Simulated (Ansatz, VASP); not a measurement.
## Two plane-wave programs on As2Se

```xyz
6
Lattice="-3.4700 3.4700 2.6156 3.4700 -3.4700 2.6156 3.4700 3.4700 -2.6156" Properties=species:S:1:pos:R:3 pbc="T T T"
As    0.0000    5.2050    0.6539
As    0.0000    1.7350    0.6539
As    1.7350    3.4700    1.9617
As   -1.7350    3.4700    1.9617
Se    0.0000    0.0000    2.6156
Se    3.4700    0.0000    1.3078
```

Alike in both runs: functional PBEsol; k mesh 8 × 8 × 8; occupations gaussian, width 0.1 eV; no spin polarisation.

Ansatz relaxed the structure, and its values are those at the end. VASP's run is a single point on that final structure, the one shown.

```csv
,VASP,Ansatz
version,VASP 6.6.1,Ansatz 0.2.0
potentials or method,"VASP PAW PBE potentials, release 64 (As, Se), cutoff 520 eV","scalar-relativistic, plane waves, PAW"
valence electrons in the cell,32,92
```

```tsv
	VASP	Ansatz	Ansatz less VASP
gap on the k mesh at the Fermi level (eV)	none	none	-
pressure (GPa)	0.2	0.0	-0.23
```

VASP's potentials were made for PBE, not for PBEsol. A gap of «none» marks a metal or a gap that the smearing closes. With one functional, cell and mesh, what is left measures potentials, basis and numerics. VASP's potentials hold 32 valence electrons a cell and Ansatz's 92, so a difference there can come from the potentials and not from the codes.
